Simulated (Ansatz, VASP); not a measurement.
## Two plane-wave programs on Si2Ge

INCAR

```
  ALGO = Normal
  EDIFF = 1E-7
  ENCUT = 520
  GGA = PE
  ISIF = 2
  ISMEAR = 0
  LASPH = T
  LCHARG = F
  LREAL = F
  LWAVE = F
  NBANDS = 18
  NELM = 100
  PREC = Accurate
  SIGMA = 0.1
```

KPOINTS

```
k-points
0
Gamma
  8 8 8
```

File POSCAR:

```
Si2Ge
1.0
   -1.4304896700      1.4304896700      6.0690536700
    1.4304896700     -1.4304896700      6.0690536700
    1.4304896700      1.4304896700     -6.0690536700
Si Ge
2 1
Direct
    0.6666666700      0.6666666700      0.0000000000
    0.3333333300      0.3333333300      0.0000000000
    0.0000000000      0.0000000000      0.0000000000
```

Input for Ansatz:

```yaml
crystal:
  lattice:
    - [-1.43048967, 1.43048967, 6.06905367]
    - [1.43048967, -1.43048967, 6.06905367]
    - [1.43048967, 1.43048967, -6.06905367]
  atoms:
    - { symbol: Si, position: [0.66666667, 0.66666667, 0.0] }
    - { symbol: Si, position: [0.33333333, 0.33333333, 0.0] }
    - { symbol: Ge, position: [0.0, 0.0, 0.0] }
basis:
  ecutwfc: 420
kpoints:
  mp_grid: { grid: [8, 8, 8] }
hamiltonian:
  xc: pbe
scf:
  occupations: { method: gaussian, width: 0.1 }
  lower_state_search: "off"
output:
  forces: true
  stress: true
  eigenvalues: true
```

Alike in both runs: task single point; functional PBE; k mesh 8 × 8 × 8; occupations gaussian, width 0.1 eV; no spin polarisation.

```csv
,VASP,Ansatz
version,VASP 6.6.1,Ansatz 0.2.0
potentials or method,"VASP PAW PBE potentials, release 64 (Si, Ge_d), cutoff 520 eV","scalar-relativistic, plane waves, PAW"
valence electrons in the cell,22,22
```

VASP gave:

```
gap on the k mesh at the Fermi level (eV)                     : none
pressure (GPa)                                                : 0.6
traceless stress, the component that is largest in VASP (GPa) : 1.16
rms of the force components (eV/Å)                            : 0.283
```

Q: What did Ansatz give for the same quantities?

A: gap on the k mesh at the Fermi level (eV): none; pressure (GPa): 0.6; traceless stress, the component that is largest in VASP (GPa): 1.17; rms of the force components (eV/Å): 0.282.

Atom by atom the forces differ by 0.001 eV/Å (rms over components). A gap of «none» marks a metal or a gap that the smearing closes.

The k mesh is coarse, so the values compare programs but aren't converged.
